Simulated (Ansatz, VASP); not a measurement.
Two plane-wave programs on Sn

Contents of INCAR:

```
PREC     = Accurate       # precision mode
ENCUT    = 520            # plane-wave cutoff, eV
EDIFF    = 1E-7           # SCF threshold, eV
ISMEAR   = -1             # smearing method
SIGMA    = 0.02           # smearing width, eV
LREAL    = False          # projectors in reciprocal space
LASPH    = True           # aspherical terms in the spheres
NELM     = 80             # most SCF steps
ALGO     = Normal         # electronic algorithm
ISIF     = 2              # what is computed and relaxed
LWAVE    = False          # write WAVECAR
LCHARG   = False          # write CHGCAR
GGA      = PE             # functional
NBANDS   = 21             # bands
```

The input KPOINTS:

```
Automatic mesh
0
Gamma
  6 6 6
```

File POSCAR:

```
Sn
1.0
    0.0000000000      3.3291267646      3.3291267646
    3.3291267646      0.0000000000      3.3291267646
    3.3291267646      3.3291267646      0.0000000000
Sn
2
Direct
    0.0000000000      0.0000000000      0.0000000000
    0.2500000000      0.2500000000      0.2500000000
```

Input for Ansatz:

```yaml
crystal:
  lattice:
    - [0.0, 3.3291267646, 3.3291267646]
    - [3.3291267646, 0.0, 3.3291267646]
    - [3.3291267646, 3.3291267646, 0.0]
  atoms:
    - { symbol: Sn, position: [0.0, 0.0, 0.0] }
    - { symbol: Sn, position: [0.25, 0.25, 0.25] }
kpoints:
  mp_grid: { grid: [6, 6, 6] }
hamiltonian:
  xc: pbe
scf:
  occupations: { method: fermi_dirac, width: 0.02 }
  n_extra_bands: 4
output:
  forces: true
  stress: true
  eigenvalues: true
```

Alike in both runs: task single point; functional PBE; k mesh 6 × 6 × 6; occupations fermi-dirac, width 0.02 eV; no spin polarisation.

|  | VASP | Ansatz |
| --- | --- | --- |
| version | VASP 6.6.1 | Ansatz 0.2.0 |
| potentials or method | VASP PAW PBE potentials, release 64 (Sn_d) | plane waves, PAW |
| plane-wave cutoff (eV) | 520 | 420 |
| valence electrons in the cell | 28 | 28 |

```tsv
	VASP	Ansatz	Ansatz less VASP
pressure (GPa)	-0.1	0.0	+0.05
```
